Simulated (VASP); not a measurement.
Wanted: the native input for a VASP 6.6.1 run.

```
Task                               : single point
Functional                         : HSE06
Potentials or basis                : VASP PAW PBE potentials, release 64 (Ni)
Cutoff                             : 520 eV
k mesh                             : 6 × 6 × 6
Occupations                        : fermi-dirac, width 0.1 eV
Spin                               : no spin polarisation
Dipole correction                  : no
Grid for exact exchange (PRECFOCK) : Normal
Further INCAR settings             : ALGO = Normal; EDIFF = 1e-07; NBANDS = 11
Share of exact exchange            : 0.25
Screening parameter                : 0.2079 1/Å
```

The system is Ni.

```
CELL_PARAMETERS angstrom
0.00000 1.70689 1.70689
1.70689 0.00000 1.70689
1.70689 1.70689 0.00000
ATOMIC_POSITIONS crystal
Ni 0.00000 0.00000 0.00000
```

The input as run:

POSCAR

```
Ni
1.0
    0.0000000000      1.7068933900      1.7068933900
    1.7068933900      0.0000000000      1.7068933900
    1.7068933900      1.7068933900      0.0000000000
Ni
1
Direct
    0.0000000000      0.0000000000      0.0000000000
```

INCAR.step1

```
SYSTEM = Ni
PREC = Accurate ; ENCUT = 520
EDIFF = 1E-5 ; ISMEAR = -1
SIGMA = 0.1 ; LREAL = .FALSE.
LASPH = .TRUE. ; NELM = 60
ALGO = Normal ; ISIF = 2
LWAVE = .TRUE. ; NBANDS = 11
GGA = PE
```

INCAR.step2

```
SYSTEM = Ni
PREC = Accurate ; ENCUT = 520
EDIFF = 1E-7 ; ISMEAR = -1
SIGMA = 0.1 ; LREAL = .FALSE.
LASPH = .TRUE. ; NELM = 60
ALGO = Normal ; ISIF = 2
LWAVE = .FALSE. ; LCHARG = .TRUE.
GGA = PE ; LHFCALC = .TRUE.
HFSCREEN = 0.2079 ; PRECFOCK = Normal
LELF = .TRUE. ; LVHAR = .TRUE.
NBANDS = 11 ; ISTART = 1
```

KPOINTS

```
Automatic mesh
0
G
  6 6 6
  0 0 0
```

Potentials or basis: VASP PAW PBE potentials, release 64 (Ni).

Launch:

```bash
$ cat potpaw_PBE.64/Ni/POTCAR > POTCAR
$ cp INCAR.step1 INCAR
$ mpirun -np 1 vasp_std > vasp.out
$ cp INCAR.step2 INCAR
$ mpirun -np 1 vasp_std > vasp.out
```

It gave:

* Pressure: 12.4 GPa
* Band gap on the k mesh: zero (bands 5 and 6 overlap by 2.23 eV)

Caveat: the k points lie up to 0.53 Å⁻¹ apart, too coarse for converged energies and pressures of a metal; the PAW data sets were made with another functional, which shifts forces and pressure a little; the run has no spin polarisation, though such a crystal can be magnetic.

Wall time 6.2 min on 1 thread of AMD EPYC 7R13 Processor (Zen 3), on a shared host, peak memory 0.19 GiB.
